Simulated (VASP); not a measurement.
# Zn (P6/mmm) in VASP: further runs

Zn is run at these levels: LDA; tasks: relaxation of cell and atoms.

All numbers are computed with VASP 6.6.1; they aren't measurements. Logs are shortened: lines on timing, memory, paths and dates and some standing lists are left out, and cuts for length are marked.

### Step 1. The cell of the first run

It takes space group P6/mmm (No. 191, hexagonal). Conventional cell: a = 2.604 Å, b = 2.604 Å, c = 2.448 Å, α = 90.00°, β = 90.00°, γ = 120.00°. Zn (site symmetry 6/mmm) has 8 Zn at 2.45 to 2.60 Å within 3.2 Å.

This isn't the form of Zn at room conditions, which is hcp.

### Step 2. Relaxation of cell and atoms, LDA, target pressure -1.7 GPa, at which the enthalpy is minimised

INCAR

```
SYSTEM = Zn
  PREC = Accurate
  ENCUT = 600
  EDIFF = 1E-6
  ISMEAR = -1
  SIGMA = 0.1
  LREAL = .FALSE.
  LASPH = .TRUE.
  NELM = 80
  ALGO = Normal
  ISIF = 3
  LWAVE = .FALSE.
  LCHARG = .FALSE.
  GGA = CA
  IBRION = 2
  NSW = 60
  EDIFFG = -0.005
  PSTRESS = -17.0
```

KPOINTS

```
regular mesh
0
G
  17 17 16
  0 0 0
```

POSCAR

```
Zn
1.0
    2.6041681295      0.0000000000      0.0000000000
   -1.3020840648      2.2552757559      0.0000000000
    0.0000000000      0.0000000000      2.4479180417
Zn
1
Direct
    0.0000000000      0.0000000000      0.0000000000
```

Potentials or basis: VASP PAW LDA potentials, release 64 (Zn).

The run is started by

```
$ cat potpaw_LDA.64/Zn/POTCAR > POTCAR
$ mpirun -np 1 vasp_std > vasp.out
```

OUTCAR:

```text
SYSTEM = Zn
   PREC = Accurate
   ENCUT = 600
   EDIFF = 1E-6
   ISMEAR = -1
   LREAL = .FALSE.
   LASPH = .TRUE.
   NELM = 80
   ISIF = 3
   GGA = CA
   IBRION = 2
   NSW = 60
   EDIFFG = -0.005
   PSTRESS = -17.0

 ion  position               nearest neighbor table
   1  0.000  0.000  0.000-

  LATTYP: Found a hexagonal cell.
 ALAT       =     2.6041681295
 C/A-ratio  =     0.9400000000

  Lattice vectors:

 A1 = (   2.6041681295,   0.0000000000,   0.0000000000)
 A2 = (  -1.3020840648,   2.2552757559,   0.0000000000)
 A3 = (   0.0000000000,   0.0000000000,   2.4479180417)

Analysis of symmetry for initial positions (statically):
=====================================================================
 Subroutine PRICEL returns:
 Original cell was already a primitive cell.

 Routine SETGRP: Setting up the symmetry group for a
 hexagonal supercell.

 Subroutine GETGRP returns: Found 24 space group operations
 (whereof 24 operations were pure point group operations)
 out of a pool of 24 trial point group operations.

The static configuration has the point symmetry D_6h.

Analysis of symmetry for dynamics (positions and initial velocities):
=====================================================================
 Subroutine PRICEL returns:
 Original cell was already a primitive cell.

 Routine SETGRP: Setting up the symmetry group for a
 hexagonal supercell.

 Subroutine GETGRP returns: Found 24 space group operations
 (whereof 24 operations were pure point group operations)
 out of a pool of 24 trial point group operations.

The dynamic configuration has the point symmetry D_6h.

 Subroutine INISYM returns: Found 24 space group operations
 (whereof 24 operations are pure point group operations),
 and found     1 'primitive' translations

----------------------------------------------------------------------------------------

                                     Primitive cell

  volume of cell :      14.3769

  direct lattice vectors                    reciprocal lattice vectors
     2.604168130  0.000000000  0.000000000     0.383999784  0.221702379  0.000000000
    -1.302084065  2.255275756  0.000000000     0.000000000  0.443404758  0.000000000
     0.000000000  0.000000000  2.447918042     0.000000000  0.000000000  0.408510409

  length of vectors
     2.604168130  2.604168130  2.447918042     0.443404758  0.443404758  0.408510409

  position of ions in fractional coordinates (direct lattice)
     0.000000000  0.000000000  0.000000000

  ion indices of the primitive-cell ions
   primitive index   ion index
                 1           1

----------------------------------------------------------------------------------------

 KPOINTS: regular mesh

Automatic generation of k-mesh.
 Grid dimensions read from file:
 generate k-points for:   17   17   16

 Generating k-lattice:

  Cartesian coordinates                     Fractional coordinates (reciprocal lattice)
     0.022588223  0.013041316  0.000000000     0.058823529  0.000000000  0.000000000
     0.000000000  0.026082633  0.000000000     0.000000000  0.058823529  0.000000000
     0.000000000  0.000000000  0.025531901     0.000000000  0.000000000  0.062500000

  Length of vectors
     0.026082633  0.026082633  0.025531901

  Shift w.r.t. Gamma in fractional coordinates (k-lattice)
     0.000000000  0.000000000  0.000000000

 Subroutine IBZKPT returns following result:
 ===========================================

 Found    297 irreducible k-points:

 Following reciprocal coordinates:
            Coordinates               Weight
  0.000000  0.000000  0.000000      1.000000
  0.058824  0.000000  0.000000      6.000000
  0.117647  0.000000  0.000000      6.000000
  0.176471  0.000000  0.000000      6.000000
  0.235294  0.000000  0.000000      6.000000
  0.294118 -0.000000  0.000000      6.000000
[... 16 lines left out ...]
  0.411765  0.117647  0.000000     12.000000
  0.176471  0.176471  0.000000      6.000000
 [... further k-points ...]
   k-points           NKPTS =    297   k-points in BZ     NKDIM =    297   number of bands    NBANDS=     10
   number of dos      NEDOS =    301   number of ions     NIONS =      1
   total plane-waves  NPLWV =  11520
   dimension x,y,z NGX =    24 NGY =   24 NGZ =   20
   dimension x,y,z NGXF=    48 NGYF=   48 NGZF=   40
   ions per type =               1
   NGX,Y,Z   is equivalent  to a cutoff of  15.32, 15.32, 13.58 a.u.
   NGXF,Y,Z  is equivalent  to a cutoff of  30.64, 30.64, 27.17 a.u.
 SYSTEM =  Zn
   PREC   = accura    normal or accurate (medium, high low for compatibility)
   ISTART =      0    job   : 0-new  1-cont  2-samecut
   ICHARG =      2    charge: 1-file 2-atom 10-const
   ISPIN  =      1    spin polarized calculation?
   LNONCOLLINEAR =      F non collinear calculations
   LSORBIT =      F    spin-orbit coupling
   LASPH  =      T    aspherical Exc in radial PAW
   ENCUT  =  600.0 eV  44.10 Ry    6.64 a.u.   5.20  5.20  4.89*2*pi/ulx,y,z
   NELM   =     80;   NELMIN=  2; NELMDL= -5     # of ELM steps
   EDIFF  = 0.1E-05   stopping-criterion for ELM
   LREAL  =      F    real-space projection
   EDIFFG = -.5E-02   stopping-criterion for IOM
   NSW    =     60    number of steps for IOM
   IBRION =      2    ionic relax: 0-MD 1-quasi-New 2-CG
   NFREE  =      1    steps in history (QN), initial steepest desc. (CG)
   ISIF   =      3    stress and relaxation
   ISYM   =      2    0-nonsym 1-usesym 2-fastsym
   POTIM  = 0.5000    time-step for ionic-motion
   TEBEG  =    0.0;   TEEND  =   0.0 temperature during run
   PSTRESS=  -17.0 pullay stress
   NELECT =      12.0000    total number of electrons
   NUPDOWN=      -1.0000    fix difference up-down
   EMIN   =  10.00;   EMAX   =-10.00  energy-range for DOS
   EFERMI =   0.00;   METHOD = LEGACY
   ISMEAR =    -1;   SIGMA  =   0.10  broadening in eV -4-tet -1-fermi 0-gaus
   EFERMI_NEDOS =   21; number of points for ismear=-14 and -15
   IALGO  =     38    algorithm
   IMIX   =      4    mixing-type and parameters
     AMIX     =   0.40;   BMIX     =  1.00
     AMIX_MAG =   1.60;   BMIX_MAG =  1.00
  volume/ion in A,a.u.               =      14.38        97.02
  Fermi-wavevector in a.u.,A,eV,Ry     =   1.541393  2.912811 32.325981  2.375893
  Thomas-Fermi vector in A             =   2.647345
   LORBIT       =      0    0 simple, 1 ext, 2 COOP (PROOUT), +10 PAW based schemes
   GGA     = CA    functional components
   LHFCALC =     F    Hartree Fock is set to
   AEXX    =    0.0000 exact exchange contribution
   IVDW    =     0    specifies the selected vdW correction
   LEPSILON=     F    determine dielectric tensor
   LRPA    =     F    only Hartree local field effects (RPA)
 conjugate gradient relaxation of ions
 non-spin polarized calculation
  energy-cutoff  :      600.00
  volume of cell :       14.38
 maximum number of plane-waves:       494
 NGX is ok and might be reduce to    24
   NGX = 11   NGY = 11   NGZ =  9

--------------------------------------- Ionic step        1  -------------------------------------------

 number of electron      12.0000003 magnetization

 Free energy of the ion-electron system (eV)
  ---------------------------------------------------
  ext. energy  EPLUGINS =         0.00000000
  ---------------------------------------------------
  free energy    TOTEN  =        -1.65086382 eV

  energy without entropy =       -1.63966802  energy(sigma->0) =       -1.64526592

------------------------ aborting loop because EDIFF is reached ----------------------------------------

  FORCE on cell =-STRESS in cart. coord.  units (eV):
  Direction    XX          YY          ZZ          XY          YZ          ZX
  --------------------------------------------------------------------------------------
  -------------------------------------------------------------------------------------
  Total        0.0484259      0.0484259      1.2613046     -0.0000000      0.0000000      0.0000000
  in kB        5.3966297      5.3966297    140.5610585     -0.0000000      0.0000000      0.0000000
  external PRESSURE =      67.4514393 kB  Pullay stress =     -17.0000000 kB
[... 90 lines left out ...]
  FREE ENERGIE OF THE ION-ELECTRON SYSTEM (eV)
  ---------------------------------------------------
  free  energy   TOTEN  =        -1.6917819458 eV

  energy  without entropy=       -1.6814774864  energy(sigma->0) =       -1.68662972

  enthalpy is  TOTEN    =        -1.8618462919 eV   P V=       -0.1700643461

[... ionic steps 4 to 15 ...]

--------------------------------------- Ionic step       16  -------------------------------------------

 number of electron      12.0000003 magnetization

------------------------ aborting loop because EDIFF is reached ----------------------------------------

  FORCE on cell =-STRESS in cart. coord.  units (eV):
  Direction    XX          YY          ZZ          XY          YZ          ZX
  --------------------------------------------------------------------------------------
  -------------------------------------------------------------------------------------
  Total       -0.1703210     -0.1703210     -0.1584136      0.0000000     -0.0000000      0.0000000
  in kB      -17.1443064    -17.1443064    -15.9457243      0.0000000     -0.0000000      0.0000000
  external PRESSURE =       0.2552210 kB  Pullay stress =     -17.0000000 kB
[... 59 lines left out ...]
  enthalpy is  TOTEN    =        -1.9017500710 eV   P V=       -0.1689545949

--------------------------------------- Ionic step       18  -------------------------------------------

 number of electron      12.0000002 magnetization

 Free energy of the ion-electron system (eV)
  ---------------------------------------------------
  ext. energy  EPLUGINS =         0.00000000
  ---------------------------------------------------
  free energy    TOTEN  =        -1.73277517 eV

  energy without entropy =       -1.72418684  energy(sigma->0) =       -1.72848100

 E-fermi :   2.4552     XC(G=0): -11.5387

 val. band max:        2.4512383793   @ k =   0.4118   0.1176   0.3750
 cond. band min:       2.4809018944   @ k =   0.4118   0.1765   0.2500
 fundamental gap:      0.0296635151
 Fermi energy:         2.4552243591

 k-point     1 :       0.0000    0.0000    0.0000
  band No.  band energies     occupation
      1      -7.7550      2.00000
      2      -5.8276      2.00000
      3      -5.3810      2.00000
      4      -5.3810      2.00000
      5      -4.6651      2.00000
      6      -4.6651      2.00000
      7       9.4218      0.00000
      8      13.7660      0.00000
      9      23.5655      0.00000
     10      23.5655      0.00000
[... 287 lines left out ...]
 k-point    24 :       0.1765    0.1765    0.0000
  band No.  band energies     occupation
      1      -5.7041      2.00000
      2      -5.6603      2.00000
      3      -5.3103      2.00000
      4      -5.1487      2.00000
      5      -4.8105      2.00000
      6      -3.8125      2.00000
      7      11.2780      0.00000
      8      11.7920      0.00000
      9      13.0213      0.00000
     10      16.3399      0.00000

 [... further k-points ...]

------------------------ aborting loop because EDIFF is reached ----------------------------------------

  FORCE on cell =-STRESS in cart. coord.  units (eV):
  Direction    XX          YY          ZZ          XY          YZ          ZX
  --------------------------------------------------------------------------------------
  -------------------------------------------------------------------------------------
  Total       -0.1727651     -0.1727651     -0.1661200      0.0000000      0.0000000      0.0000000
  in kB      -17.3812029    -17.3812029    -16.7126654      0.0000000      0.0000000      0.0000000
  external PRESSURE =      -0.1583571 kB  Pullay stress =     -17.0000000 kB
[... 16 lines left out ...]
  FREE ENERGIE OF THE ION-ELECTRON SYSTEM (eV)
  ---------------------------------------------------
  free  energy   TOTEN  =        -1.7327751684 eV

  energy  without entropy=       -1.7241868355  energy(sigma->0) =       -1.72848100

  enthalpy is  TOTEN    =        -1.9017511679 eV   P V=       -0.1689759995

 reached required accuracy - stopping structural energy minimisation
```

Run time: 5.2 min. Hardware: 1 thread of AMD EPYC 7R13 (Zen 3), shared host; peak memory 0.15 GiB.

What came out:

```
Free energy                                                : -1.7328 eV
Relaxed volume                                             : 15.93 Å³/atom
Relaxed cell                                               : a = 2.510 Å, b = 2.510 Å, c = 2.919 Å, α = 90.00°, β = 90.00°, γ = 120.00°
Space group after relaxing (to 0.1 Å)                      : P6/mmm (No. 191)
Energy change on relaxing (the run minimises the enthalpy) : -81.9 meV/atom
Ionic steps                                                : 18
Pressure after relaxing                                    : -1.7 GPa
Band gap on the k mesh                                     : zero (bands 6 and 7 overlap by 7.39 eV)
```

Step by step:
```csv
step,energy change (eV),largest force (eV/Å),pressure (GPa),volume (Å³)
1,0.0000,0.0000,5.05,14.38
2,-0.0413,0.0000,-2.82,15.66
3,-0.0409,0.0000,-4.23,16.03
4,-0.0394,0.0000,-4.85,16.20
5,-0.0705,0.0000,-3.11,15.85
6,-0.0827,0.0000,-1.15,15.58
7,-0.0844,0.0000,0.04,15.45
8,-0.0841,0.0000,-0.41,15.50
9,-0.0832,0.0000,-1.13,15.78
10,-0.0818,0.0000,-1.53,15.93
11,-0.0820,0.0000,-1.52,15.92
12,-0.0821,0.0000,-1.51,15.91
13,-0.0817,0.0000,-1.81,15.94
14,-0.0819,0.0000,-1.66,15.93
15,-0.0819,0.0000,-1.78,15.93
16,-0.0820,0.0000,-1.67,15.92
17,-0.0819,0.0000,-1.73,15.92
18,-0.0819,0.0000,-1.72,15.93
```

Final structure:
```cif
data_structure
_symmetry_space_group_name_H-M 'P 1'
_symmetry_Int_Tables_number 1
_cell_length_a 2.5100
_cell_length_b 2.5100
_cell_length_c 2.9189
_cell_angle_alpha 90.000
_cell_angle_beta 90.000
_cell_angle_gamma 120.000
_cell_volume 15.93
loop_
_atom_site_label
_atom_site_type_symbol
_atom_site_fract_x
_atom_site_fract_y
_atom_site_fract_z
_atom_site_occupancy
Zn1 Zn 0.00000 0.00000 0.00000 1
```

Levels at points of the mesh, in eV from the Fermi level:
```
           k point  band 2  band 3  band 4  band 5  band 6  band 7  band 8  band 9  band 10
(0.00, 0.00, 0.00)   -8.28   -7.84   -7.84   -7.12   -7.12    6.97   11.31   21.11    21.11
(0.00, 0.00, 0.50)   -7.81   -7.81   -7.23   -7.23   -5.15   -3.98   24.15   24.61    24.61
```

Caveat: the cell is relaxed towards a set pressure, so the run minimises the enthalpy, not the energy; a cell axis changed by over 15 % at a fixed basis, so the end point is rough.

### Step 3. Relaxation of cell and atoms, LDA, target pressure -1.7 GPa, at which the enthalpy is minimised

This run uses another cell than the first one, of 15.87 Å³/atom.

INCAR

```
PREC = Accurate
ENCUT = 600
EDIFF = 1E-7
ISMEAR = -1
SIGMA = 0.1
LREAL = False
LASPH = True
NELM = 60
ALGO = Normal
ISIF = 3
LWAVE = False
LCHARG = False
GGA = CA
IBRION = 2
NSW = 32
EDIFFG = -0.005
PSTRESS = -17.0
```

KPOINTS

```
regular mesh
0
Gamma
  17 17 16
```

POSCAR

```
Zn
1.0
    2.5028417384      0.0000000000      0.0000000000
   -1.2514208692      2.1675245271      0.0000000000
    0.0000000000      0.0000000000      2.9247668428
Zn
1
Direct
    0.0000000000      0.0000000000      0.0000000000
```

Potentials or basis: VASP PAW LDA potentials, release 64 (Zn).

The run is started by

```
$ cat potpaw_LDA.64/Zn/POTCAR > POTCAR
$ mpirun -np 1 vasp_std > vasp.out
```

It took 59 s on 1 thread of AMD EPYC 7R13 (Zen 3), shared host; peak memory 0.14 GiB.

Results (log left out):

```
Free energy                                                : -1.7330 eV
Relaxed volume                                             : 15.95 Å³/atom
Relaxed cell                                               : a = 2.509 Å, b = 2.509 Å, c = 2.926 Å, α = 90.00°, β = 90.00°, γ = 120.00°
Space group after relaxing (to 0.1 Å)                      : P6/mmm (No. 191)
Energy change on relaxing (the run minimises the enthalpy) : +0.8 meV/atom
Ionic steps                                                : 3
Pressure after relaxing                                    : -1.7 GPa
Band gap on the k mesh                                     : zero (bands 6 and 7 overlap by 7.37 eV)
```

Step by step:
| step | energy change (eV) | largest force (eV/Å) | pressure (GPa) | volume (Å³) |
| --- | --- | --- | --- | --- |
| 1 | 0.0000 | 0.0000 | -1.18 | 15.87 |
| 2 | 0.0011 | 0.0000 | -1.85 | 15.98 |
| 3 | 0.0008 | 0.0000 | -1.70 | 15.95 |

Final structure:
```yaml
crystal:
  lattice:
    - [2.50896, 0.00000, 0.00000]
    - [-1.25448, 2.17283, 0.00000]
    - [0.00000, 0.00000, 2.92640]
  atoms:
    - { symbol: Zn, position: [0.00000, 0.00000, 0.00000] }
```

Levels at points of the mesh, in eV from the Fermi level:
| k point | band 2 | band 3 | band 4 | band 5 | band 6 | band 7 | band 8 | band 9 | band 10 |
| --- | --- | --- | --- | --- | --- | --- | --- | --- | --- |
| (0.00, 0.00, 0.00) | -8.27 | -7.83 | -7.83 | -7.12 | -7.12 | 6.89 | 11.24 | 21.15 | 21.15 |
| (0.00, 0.00, 0.50) | -7.81 | -7.81 | -7.22 | -7.22 | -5.17 | -3.97 | 24.15 | 24.62 | 24.62 |

Caveat: the cell is relaxed towards a set pressure, so the run minimises the enthalpy, not the energy.
